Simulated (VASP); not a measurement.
# SnSe in VASP: notebook

SnSe is run at these levels: PBEsol, LDA; tasks: single point.

All numbers are computed with VASP 6.6.1; they aren't measurements. Logs are shortened: lines on timing, memory, paths and dates and some standing lists are left out, and cuts for length are marked.

## 1. The cell of the first run

The cell holds a slab with vacuum, 4 atoms: a = 4.257 Å, b = 4.257 Å, c = 10.917 Å, α = 90.00°, β = 90.00°, γ = 90.00°.

## 2. Single point, PBEsol (volume scaled by 0.98)

INCAR

```
SYSTEM = SnSe
PREC = Accurate
ENCUT = 520
EDIFF = 1E-7
ISMEAR = -1
SIGMA = 0.05
LREAL = .FALSE.
LASPH = .TRUE.
NELM = 100
ALGO = Normal
ISIF = 2
LWAVE = .FALSE.
LCHARG = .FALSE.
GGA = PS
NBANDS = 28
```

KPOINTS

```
regular mesh
0
G
  6 6 3
  0 0 0
```

POSCAR

```
SnSe
1.0
    4.2565659658      0.0000000000      0.0000000000
    0.0000000000      4.2565659658      0.0000000000
    0.0000000000      0.0000000000     10.9169268730
Sn Se
2 2
Direct
    0.0000000000      0.5000000000      0.6277708900
    0.5000000000      0.0000000000      0.3722291100
    0.0000000000      0.5000000000      0.3839605100
    0.5000000000      0.0000000000      0.6160394900
```

Potentials or basis: VASP PAW PBE potentials, release 64 (Sn_d, Se).

Launch:

```bash
$ cat potpaw_PBE.64/Sn_d/POTCAR potpaw_PBE.64/Se/POTCAR > POTCAR
$ mpirun -np 1 vasp_std > vasp.out
```

OUTCAR:

```text
SYSTEM = SnSe
   PREC = Accurate
   ENCUT = 520
   EDIFF = 1E-7
   ISMEAR = -1
   LREAL = .FALSE.
   LASPH = .TRUE.
   NELM = 100
   ISIF = 2
   GGA = PS

 ion  position               nearest neighbor table
   1  0.000  0.500  0.628-   3 2.66   4 3.01   4 3.01   4 3.01   4 3.01
   2  0.500  0.000  0.372-   4 2.66   3 3.01   3 3.01   3 3.01   3 3.01
   3  0.000  0.500  0.384-   1 2.66   2 3.01   2 3.01   2 3.01   2 3.01
   4  0.500  0.000  0.616-   2 2.66   1 3.01   1 3.01   1 3.01   1 3.01

  LATTYP: Found a simple tetragonal cell.
 ALAT       =     4.2565659658
 C/A-ratio  =     2.5647263453

  Lattice vectors:

 A1 = (   4.2565659658,   0.0000000000,   0.0000000000)
 A2 = (   0.0000000000,   4.2565659658,   0.0000000000)
 A3 = (   0.0000000000,   0.0000000000,  10.9169268730)

Analysis of symmetry for initial positions (statically):
=====================================================================
 Subroutine PRICEL returns:
 Original cell was already a primitive cell.

 Routine SETGRP: Setting up the symmetry group for a
 simple tetragonal supercell.

 Subroutine GETGRP returns: Found 16 space group operations
 (whereof  8 operations were pure point group operations)
 out of a pool of 16 trial point group operations.

The static configuration has the point symmetry D_2d.
 The point group associated with its full space group is D_4h.

Analysis of symmetry for dynamics (positions and initial velocities):
=====================================================================
 Subroutine PRICEL returns:
 Original cell was already a primitive cell.

 Routine SETGRP: Setting up the symmetry group for a
 simple tetragonal supercell.

 Subroutine GETGRP returns: Found 16 space group operations
 (whereof  8 operations were pure point group operations)
 out of a pool of 16 trial point group operations.

The dynamic configuration has the point symmetry D_2d.
 The point group associated with its full space group is D_4h.

 Subroutine INISYM returns: Found 16 space group operations
 (whereof  8 operations are pure point group operations),
 and found     1 'primitive' translations

----------------------------------------------------------------------------------------

                                     Primitive cell

  volume of cell :     197.7967

  direct lattice vectors                    reciprocal lattice vectors
     4.256565966  0.000000000  0.000000000     0.234931165  0.000000000  0.000000000
     0.000000000  4.256565966  0.000000000     0.000000000  0.234931165  0.000000000
     0.000000000  0.000000000 10.916926873     0.000000000  0.000000000  0.091600870

  length of vectors
     4.256565966  4.256565966 10.916926873     0.234931165  0.234931165  0.091600870

  position of ions in fractional coordinates (direct lattice)
     0.000000000  0.500000000  0.627770890
     0.500000000  0.000000000  0.372229110
     0.000000000  0.500000000  0.383960510
     0.500000000  0.000000000  0.616039490

  ion indices of the primitive-cell ions
   primitive index   ion index
                 1           1
                 2           2
                 3           3
                 4           4

----------------------------------------------------------------------------------------

 KPOINTS: regular mesh

Automatic generation of k-mesh.
 Grid dimensions read from file:
 generate k-points for:    6    6    3

 Generating k-lattice:

  Cartesian coordinates                     Fractional coordinates (reciprocal lattice)
     0.039155194  0.000000000  0.000000000     0.166666667  0.000000000  0.000000000
     0.000000000  0.039155194  0.000000000     0.000000000  0.166666667  0.000000000
     0.000000000  0.000000000  0.030533623     0.000000000  0.000000000  0.333333333

  Length of vectors
     0.039155194  0.039155194  0.030533623

  Shift w.r.t. Gamma in fractional coordinates (k-lattice)
     0.000000000  0.000000000  0.000000000

 Subroutine IBZKPT returns following result:
 ===========================================

 Found     20 irreducible k-points:

 Following reciprocal coordinates:
            Coordinates               Weight
  0.000000  0.000000  0.000000      1.000000
  0.166667  0.000000  0.000000      4.000000
  0.333333  0.000000  0.000000      4.000000
  0.500000  0.000000  0.000000      2.000000
  0.166667  0.166667  0.000000      4.000000
  0.333333  0.166667  0.000000      8.000000
[... 12 lines left out ...]
  0.500000  0.333333  0.333333      8.000000
  0.500000  0.500000  0.333333      2.000000
   k-points           NKPTS =     20   k-points in BZ     NKDIM =     20   number of bands    NBANDS=     28
   number of dos      NEDOS =    301   number of ions     NIONS =      4
   total plane-waves  NPLWV =  86016
   dimension x,y,z NGX =    32 NGY =   32 NGZ =   84
   dimension x,y,z NGXF=    64 NGYF=   64 NGZF=  168
   ions per type =               2   2
   NGX,Y,Z   is equivalent  to a cutoff of  12.50, 12.50, 12.79 a.u.
[... 58 lines left out ...]

 E-fermi :   1.3785     XC(G=0):  -6.1487

 val. band max:        0.6617073137   @ k =   0.3333   0.0000   0.3333
 cond. band min:       2.1048005185   @ k =   0.3333   0.0000   0.3333
 fundamental gap:      1.4430932048
 Fermi energy:         1.3784773969

 k-point     1 :       0.0000    0.0000    0.0000
  band No.  band energies     occupation
      1     -20.3173      2.00000
      2     -20.3112      2.00000
      3     -20.3096      2.00000
      4     -20.3094      2.00000
      5     -20.3019      2.00000
      6     -20.2776      2.00000
[... 20 lines left out ...]
     27       6.3453      0.00000
     28       6.5088      0.00000

 k-point     2 :       0.1667    0.0000    0.0000
  band No.  band energies     occupation
      1     -20.3147      2.00000
      2     -20.3113      2.00000
      3     -20.3092      2.00000
      4     -20.3053      2.00000
      5     -20.3049      2.00000
      6     -20.2779      2.00000
[... 20 lines left out ...]
     27       5.9967      0.00000
     28       6.1018      0.00000

 k-point     3 :       0.3333    0.0000    0.0000
  band No.  band energies     occupation
      1     -20.3144      2.00000
      2     -20.3109      2.00000
      3     -20.3099      2.00000
      4     -20.3060      2.00000
      5     -20.2948      2.00000
      6     -20.2797      2.00000
[... 20 lines left out ...]
     27       5.6357      0.00000
     28       7.1819      0.00000

 k-point     4 :       0.5000    0.0000    0.0000
  band No.  band energies     occupation
      1     -20.3148      2.00000
      2     -20.3148      2.00000
      3     -20.3062      2.00000
      4     -20.3062      2.00000
      5     -20.2851      2.00000
      6     -20.2851      2.00000
[... 20 lines left out ...]
     27       6.4473      0.00000
     28       6.4473      0.00000

 k-point     5 :       0.1667    0.1667    0.0000
  band No.  band energies     occupation
      1     -20.3137      2.00000
      2     -20.3115      2.00000
      3     -20.3109      2.00000
      4     -20.3068      2.00000
      5     -20.2990      2.00000
      6     -20.2780      2.00000
[... 20 lines left out ...]
     27       5.8184      0.00000
     28       6.9328      0.00000

 k-point     6 :       0.3333    0.1667    0.0000
  band No.  band energies     occupation
      1     -20.3184      2.00000
      2     -20.3172      2.00000
      3     -20.3059      2.00000
      4     -20.3030      2.00000
      5     -20.2904      2.00000
      6     -20.2791      2.00000
[... 339 lines left out ...]
      5     -20.2829      2.00000
      6     -20.2829      2.00000
[... 20 lines left out ...]
     27       6.7194      0.00000
     28       6.7194      0.00000

 k-point    18 :       0.3333    0.3333    0.3333
  band No.  band energies     occupation
      1     -20.3260      2.00000
      2     -20.3260      2.00000
      3     -20.2994      2.00000
      4     -20.2977      2.00000
      5     -20.2830      2.00000
      6     -20.2784      2.00000
[... 20 lines left out ...]
     27       6.5874      0.00000
     28       6.6699      0.00000

 k-point    19 :       0.5000    0.3333    0.3333
  band No.  band energies     occupation
      1     -20.3298      2.00000
      2     -20.3298      2.00000
      3     -20.2959      2.00000
      4     -20.2959      2.00000
      5     -20.2790      2.00000
      6     -20.2790      2.00000
[... 20 lines left out ...]
     27       6.4541      0.00000
     28       6.4541      0.00000

 k-point    20 :       0.5000    0.5000    0.3333
  band No.  band energies     occupation
      1     -20.3342      2.00000
      2     -20.3342      2.00000
      3     -20.2930      2.00000
      4     -20.2930      2.00000
      5     -20.2773      2.00000
      6     -20.2773      2.00000
[... 20 lines left out ...]
     27       7.2643      0.00000
     28       7.2643      0.00000

------------------------ aborting loop because EDIFF is reached ----------------------------------------

  FORCE on cell =-STRESS in cart. coord.  units (eV):
  Direction    XX          YY          ZZ          XY          YZ          ZX
  --------------------------------------------------------------------------------------
  -------------------------------------------------------------------------------------
  Total       -0.5364051     -0.5364051      0.6163504      0.0000000      0.0000000      0.0000000
  in kB       -4.3449454     -4.3449454      4.9925118      0.0000000      0.0000000      0.0000000
  external PRESSURE =      -1.2324597 kB  Pullay stress =       0.0000000 kB

 VOLUME and BASIS-vectors are now :
 -----------------------------------------------------------------------------
  energy-cutoff  :      520.00
  volume of cell :      197.80
      direct lattice vectors                 reciprocal lattice vectors
     4.256565966  0.000000000  0.000000000     0.234931165  0.000000000  0.000000000
     0.000000000  4.256565966  0.000000000     0.000000000  0.234931165  0.000000000
     0.000000000  0.000000000 10.916926873     0.000000000  0.000000000  0.091600870

 POSITION                                       TOTAL-FORCE (eV/Angst)
 -----------------------------------------------------------------------------------
      0.00000      2.12828      6.85333         0.000000      0.000000      0.045895
      2.12828      0.00000      4.06360        -0.000000      0.000000     -0.045895
      0.00000      2.12828      4.19167        -0.000000      0.000000     -0.205978
      2.12828      0.00000      6.72526         0.000000      0.000000      0.205978
 -----------------------------------------------------------------------------------
    total drift:                                0.000000      0.000000      0.000000

  FREE ENERGIE OF THE ION-ELECTRON SYSTEM (eV)
  ---------------------------------------------------
  free  energy   TOTEN  =       -17.5806151817 eV

  energy  without entropy=      -17.5806149536  energy(sigma->0) =      -17.58061507
```

Wall time 88 s (1 thread of AMD EPYC 7R13 (Zen 3), shared host); peak memory 0.29 GiB.

Results:

| Property | Result |
| --- | --- |
| Free energy | -17.5806 eV |
| Largest force | 0.206 eV/Å |
| Band gap on the k mesh | 1.44 eV, direct |

Forces on the atoms (eV/Å):
```
Sn   0.000  0.000  0.046
Sn   0.000  0.000 -0.046
Se   0.000  0.000 -0.206
Se   0.000  0.000  0.206
```

Caveat: the cell differs from its parent crystal (volume scaled by 0.98); the PAW data sets were made with another functional, which shifts forces and pressure a little; spin-orbit coupling is left out, which moves the levels of the heavy elements.

## 3. Single point, LDA (volume scaled by 0.94)

INCAR

```
SYSTEM = SnSe
PREC = Accurate
ENCUT = 520
EDIFF = 1E-6
ISMEAR = -1
SIGMA = 0.05
LREAL = .False.
LASPH = .True.
NELM = 60
ALGO = Normal
ISIF = 2
LWAVE = .False.
LCHARG = .False.
GGA = CA
NBANDS = 28
```

KPOINTS

```
regular mesh
0
Gamma
  6 6 3
  0 0 0
```

POSCAR

```
SnSe
1.0
    4.1978472110      0.0000000000      0.0000000000
    0.0000000000      4.1978472110      0.0000000000
    0.0000000000      0.0000000000     10.7663293357
Sn Se
2 2
Direct
    0.0000000000      0.5000000000      0.6277708900
    0.5000000000      0.0000000000      0.3722291100
    0.0000000000      0.5000000000      0.3839605100
    0.5000000000      0.0000000000      0.6160394900
```

Potentials or basis: VASP PAW LDA potentials, release 64 (Sn_d, Se).

Launch:

```bash
$ cat potpaw_LDA.64/Sn_d/POTCAR potpaw_LDA.64/Se/POTCAR > POTCAR
$ mpirun -np 1 vasp_std > vasp.out
```

Run time: 39 s. Hardware: 1 thread of Intel Xeon 6975P-C (Granite Rapids), shared host; peak memory 0.27 GiB.

The run converged. Its results:

```yaml
Free_energy: -18.4704 eV
Largest_force: 0.341 eV/Å
Band_gap_on_the_k_mesh: 1.38 eV, direct
```

Forces in eV/Å, atoms in the order of the input:
```
Sn   0.000  0.000  0.223
Sn   0.000  0.000 -0.223
Se   0.000  0.000 -0.341
Se   0.000  0.000  0.341
```

Levels at points of the mesh, in eV from the valence-band top:
```
           k point  band 17  band 18  band 19  band 20  band 21  band 22  band 23  band 24
(0.00, 0.00, 0.00)    -3.30    -1.86    -1.86    -0.25     1.51     3.55     3.69     4.53
(0.50, 0.00, 0.00)    -1.66    -1.66    -0.26    -0.26     1.56     1.56     2.03     2.03
(0.50, 0.50, 0.00)    -3.51    -3.51    -1.78    -1.78     3.76     3.76     4.54     4.54
```

Caveat: the cell differs from its parent crystal (volume scaled by 0.94); spin-orbit coupling is left out, which moves the levels of the heavy elements.

## 4. Single point, LDA (volume scaled by 0.96)

INCAR

```
SYSTEM = SnSe
PREC     = Accurate       ! precision mode
ENCUT    = 520            ! plane-wave cutoff, eV
EDIFF    = 1E-6           ! SCF threshold, eV
ISMEAR   = -1             ! smearing method
SIGMA    = 0.05           ! smearing width, eV
LREAL    = .FALSE.        ! projectors in reciprocal space
LASPH    = .TRUE.         ! aspherical terms in the spheres
NELM     = 100            ! most SCF steps
ALGO     = Normal         ! electronic algorithm
ISIF     = 2              ! what is computed and relaxed
LWAVE    = .FALSE.        ! write WAVECAR
LCHARG   = .TRUE.         ! write CHGCAR
LELF     = .TRUE.         ! ELF
LVHAR    = .TRUE.       
NBANDS   = 28             ! bands
```

KPOINTS

```
regular mesh
0
G
  6 6 3
  0 0 0
```

POSCAR

```
SnSe
1.0
    4.2274104894      0.0000000000      0.0000000000
    0.0000000000      4.2274104894      0.0000000000
    0.0000000000      0.0000000000     10.8421510545
Sn Se
2 2
Direct
    0.0000000000      0.5000000000      0.6277708900
    0.5000000000      0.0000000000      0.3722291100
    0.0000000000      0.5000000000      0.3839605100
    0.5000000000      0.0000000000      0.6160394900
```

Launch:

```bash
$ cat potpaw_LDA.64/Sn_d/POTCAR potpaw_LDA.64/Se/POTCAR > POTCAR
$ mpirun -np 1 vasp_std > vasp.out
```

Run time: 40 s. Hardware: 1 thread of Intel Xeon 6975P-C (Granite Rapids), shared host; peak memory 0.27 GiB.

It converged, with:

```
Free energy            : -18.4725 eV
Largest force          : 0.210 eV/Å
Band gap on the k mesh : 1.41 eV, direct
```

Forces on the atoms (eV/Å):
```
Sn   0.000  0.000  0.064
Sn   0.000  0.000 -0.064
Se   0.000  0.000 -0.210
Se   0.000  0.000  0.210
```

Levels at points of the mesh, in eV from the valence-band top:
```tsv
k point	band 17	band 18	band 19	band 20	band 21	band 22	band 23	band 24
(0.00, 0.00, 0.00)	-3.17	-1.77	-1.77	-0.23	1.56	3.65	3.75	4.49
(0.50, 0.00, 0.00)	-1.58	-1.58	-0.24	-0.24	1.55	1.55	2.06	2.06
(0.50, 0.50, 0.00)	-3.37	-3.37	-1.71	-1.71	3.74	3.74	4.61	4.61
```

Caveat: the cell differs from its parent crystal (volume scaled by 0.96); spin-orbit coupling is left out, which moves the levels of the heavy elements.

## 5. Single point, LDA (volume scaled by 0.98)

INCAR

```
SYSTEM = SnSe
PREC = Accurate
ENCUT = 520
EDIFF = 1E-6
ISMEAR = -1
SIGMA = 0.05
LREAL = .FALSE.
LASPH = .TRUE.
NELM = 100
ALGO = Normal
ISIF = 2
LWAVE = .FALSE.
LCHARG = .FALSE.
GGA = CA
NBANDS = 28
```

KPOINTS

```
Automatic mesh
0
G
  6 6 3
  0 0 0
```

POSCAR

```
SnSe
1.0
    4.2565659658      0.0000000000      0.0000000000
    0.0000000000      4.2565659658      0.0000000000
    0.0000000000      0.0000000000     10.9169268730
Sn Se
2 2
Direct
    0.0000000000      0.5000000000      0.6277708900
    0.5000000000      0.0000000000      0.3722291100
    0.0000000000      0.5000000000      0.3839605100
    0.5000000000      0.0000000000      0.6160394900
```

Launch:

```bash
$ cat potpaw_LDA.64/Sn_d/POTCAR potpaw_LDA.64/Se/POTCAR > POTCAR
$ mpirun -np 1 vasp_std > vasp.out
```

Run time: 39 s. Hardware: 1 thread of Intel Xeon 6975P-C (Granite Rapids), shared host; peak memory 0.27 GiB.

Results (log left out):

- Free energy: -18.4591 eV
- Largest force: 0.089 eV/Å
- Band gap on the k mesh: 1.43 eV, direct

Forces in eV/Å, atoms in the order of the input:
```
Sn   0.000  0.000 -0.083
Sn   0.000  0.000  0.083
Se   0.000  0.000 -0.089
Se   0.000  0.000  0.089
```

Levels at points of the mesh, in eV from the valence-band top:
| k point | band 17 | band 18 | band 19 | band 20 | band 21 | band 22 | band 23 | band 24 |
| --- | --- | --- | --- | --- | --- | --- | --- | --- |
| (0.00, 0.00, 0.00) | -3.05 | -1.68 | -1.68 | -0.21 | 1.61 | 3.74 | 3.80 | 4.45 |
| (0.50, 0.00, 0.00) | -1.49 | -1.49 | -0.21 | -0.21 | 1.55 | 1.55 | 2.08 | 2.08 |
| (0.50, 0.50, 0.00) | -3.24 | -3.24 | -1.65 | -1.65 | 3.73 | 3.73 | 4.68 | 4.68 |

Caveat: the cell differs from its parent crystal (volume scaled by 0.98); spin-orbit coupling is left out, which moves the levels of the heavy elements.

## 6. Single point, LDA

This run uses another cell than the first one, of 50.46 Å³/atom, 1.020 times its volume.

INCAR

```
SYSTEM = SnSe
PREC = Accurate
ENCUT = 520
EDIFF = 1E-6
ISMEAR = -1
SIGMA = 0.05
LREAL = .False.
LASPH = .True.
NELM = 100
ALGO = Normal
ISIF = 2
LWAVE = .False.
LCHARG = .True.
GGA = CA
LELF = .True.
LVHAR = .True.
NBANDS = 28
```

KPOINTS

```
regular mesh
0
Gamma
  6 6 3
  0 0 0
```

POSCAR

```
SnSe
1.0
    4.2853274191      0.0000000000      0.0000000000
    0.0000000000      4.2853274191      0.0000000000
    0.0000000000      0.0000000000     10.9906921300
Sn Se
2 2
Direct
    0.0000000000      0.5000000000      0.6277708900
    0.5000000000      0.0000000000      0.3722291100
    0.0000000000      0.5000000000      0.3839605100
    0.5000000000      0.0000000000      0.6160394900
```

Potentials or basis: VASP PAW LDA potentials, release 64 (Sn_d, Se).

Launch:

```bash
$ cat potpaw_LDA.64/Sn_d/POTCAR potpaw_LDA.64/Se/POTCAR > POTCAR
$ mpirun -np 1 vasp_std > vasp.out
```

It took 40 s on 1 thread of Intel Xeon 6975P-C (Granite Rapids), shared host; peak memory 0.27 GiB.

The run converged. Its results:

* Free energy: -18.4320 eV
* Largest force: 0.220 eV/Å
* Band gap on the k mesh: 1.45 eV, direct

Forces on the atoms (eV/Å):
```
Sn   0.000  0.000 -0.220
Sn   0.000  0.000  0.220
Se   0.000  0.000  0.022
Se   0.000  0.000 -0.022
```

Levels at points of the mesh, in eV from the valence-band top:
```csv
k point,band 18,band 19,band 20,band 21,band 22,band 23
"(0.00, 0.00, 0.00)",-1.60,-1.60,-0.19,1.65,3.83,3.84
"(0.50, 0.00, 0.00)",-1.41,-0.19,-0.19,1.54,1.54,2.10
"(0.50, 0.50, 0.00)",-3.12,-1.59,-1.59,3.71,3.71,4.74
```

Caveat: spin-orbit coupling is left out, which moves the levels of the heavy elements.

## 7. Overview

| level | potentials or basis | cell | gap on the mesh (eV) | largest force (eV/Å) |
| --- | --- | --- | --- | --- |
| PBEsol | VASP PAW PBE potentials, release 64 (Sn_d, Se) | a = 4.257, b = 4.257, c = 10.917 Å, 4 atoms | 1.44 | 0.21 |
| LDA | VASP PAW LDA potentials, release 64 (Sn_d, Se) | a = 4.198, b = 4.198, c = 10.766 Å, 4 atoms | 1.38 | 0.34 |
| LDA | VASP PAW LDA potentials, release 64 (Sn_d, Se) | a = 4.227, b = 4.227, c = 10.842 Å, 4 atoms | 1.41 | 0.21 |
| LDA | VASP PAW LDA potentials, release 64 (Sn_d, Se) | a = 4.257, b = 4.257, c = 10.917 Å, 4 atoms | 1.43 | 0.09 |
| LDA | VASP PAW LDA potentials, release 64 (Sn_d, Se) | a = 4.285, b = 4.285, c = 10.991 Å, 4 atoms | 1.45 | 0.22 |

Alike in all rows: task single point; no spin polarisation; k mesh 6 × 6 × 3; cutoff (eV) 520; smearing fermi-dirac 0.05 eV.

Caveats: spin-orbit coupling is left out, which moves the levels of the heavy elements; the PAW data sets were made with another functional, which shifts forces and pressure a little (some runs).

Total energies depend on the potentials used, so only differences within one code and one set of settings carry meaning.
